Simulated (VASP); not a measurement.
Wanted: the native input for a VASP 6.6.1 run.

- Task: single point
- Functional: r2SCAN
- Potentials or basis: VASP PAW PBE potentials, release 64 (Sc_sv, Al)
- Cutoff: 520 eV
- k mesh: 8 × 8 × 8, shifted
- Occupations: gaussian, width 0.1 eV
- Spin: no spin polarisation
- Dipole correction: no
- Further INCAR settings: ALGO = Normal; EDIFF = 1e-06; NBANDS = 14

The system is ScAl.

```xyz
2
Lattice="3.3703 0.0000 0.0000 0.0000 3.3703 0.0000 0.0000 0.0000 3.3703" Properties=species:S:1:pos:R:3 pbc="T T T"
Sc    1.6852    1.6852    1.6852
Al    0.0000    0.0000    0.0000
```

The input as run:

POSCAR

```
ScAl
1.0
    3.3703489700      0.0000000000      0.0000000000
    0.0000000000      3.3703489700      0.0000000000
    0.0000000000      0.0000000000      3.3703489700
Sc Al
1 1
Direct
    0.5000000000      0.5000000000      0.5000000000
    0.0000000000      0.0000000000      0.0000000000
```

INCAR.step1

```
SYSTEM = ScAl
ALGO = Normal
EDIFF = 1E-4
ENCUT = 520
GGA = PE
ISMEAR = 0
LASPH = .True.
LCHARG = .False.
LREAL = .False.
LWAVE = .True.
NBANDS = 14
NELM = 60
PREC = Accurate
SIGMA = 0.1
```

INCAR.step2

```
SYSTEM = ScAl
ALGO = Normal
EDIFF = 1E-6
ENCUT = 520
ISIF = 2
ISMEAR = 0
ISTART = 1
LASPH = .True.
LCHARG = .False.
LMIXTAU = .True.
LREAL = .False.
LWAVE = .False.
METAGGA = R2SCAN
NBANDS = 14
NELM = 60
PREC = Accurate
SIGMA = 0.1
```

KPOINTS

```
Automatic mesh
0
Gamma
  8 8 8
  0.5 0.5 0.5
```

Potentials or basis: VASP PAW PBE potentials, release 64 (Sc_sv, Al).

Run with:

```bash
$ cat potpaw_PBE.64/Sc_sv/POTCAR potpaw_PBE.64/Al/POTCAR > POTCAR
$ cp INCAR.step1 INCAR
$ mpirun -np 1 vasp_std > vasp.out
$ cp INCAR.step2 INCAR
$ mpirun -np 1 vasp_std > vasp.out
```

It gave:

```yaml
Pressure: 0.1 GPa
Band_gap_on_the_k_mesh: zero (bands 7 and 8 overlap by 0.63 eV)
```

Caveat: the PAW data sets were made with another functional, which shifts forces and pressure a little.

Run time: 26 s on 1 thread of Intel(R) Xeon(R) 6975P-C (Granite Rapids) (shared host), peak memory 0.16 GiB.
